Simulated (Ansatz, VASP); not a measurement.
Two plane-wave programs on Al3BAs4

```
CELL_PARAMETERS angstrom
3.88208 0.00000 0.00000
0.00000 7.82859 0.00000
0.00000 0.00000 5.50388
ATOMIC_POSITIONS crystal
Al 0.00000 0.00000 0.99541
Al 0.50000 0.73185 0.50143
Al 0.50000 0.26815 0.50143
B 0.00000 0.50000 0.01157
As 0.00000 0.27695 0.22929
As 0.00000 0.72305 0.22929
As 0.50000 0.00000 0.72696
As 0.50000 0.50000 0.80464
```

Alike in both runs: functional PBE; k mesh 4 × 2 × 4; occupations gaussian, width 0.1 eV; no spin polarisation.

Ansatz relaxed the structure, and its values are those at the end. VASP's run is a single point on that final structure, the one shown.

|  | VASP | Ansatz |
| --- | --- | --- |
| version | VASP 6.6.1 | Ansatz 0.2.0 |
| potentials or method | VASP PAW PBE potentials, release 64 (Al, B, As), cutoff 520 eV | scalar-relativistic, plane waves, PAW |
| valence electrons in the cell | 32 | 72 |

|  | VASP | Ansatz | Ansatz less VASP |
| --- | --- | --- | --- |
| gap on the k mesh at the Fermi level (eV) | 0.83 | 0.84 | +0.008 |
| least direct gap on the mesh (eV) | 0.83 | 0.84 | +0.008 |
| pressure (GPa) | 0.3 | 0.1 | -0.21 |
| rms of the force components (eV/Å) | 0.007 | 0.007 | -0.0004 |

With one functional, cell and mesh, what is left measures potentials, basis and numerics. VASP's potentials hold 32 valence electrons a cell and Ansatz's 72, so a difference there can come from the potentials and not from the codes.
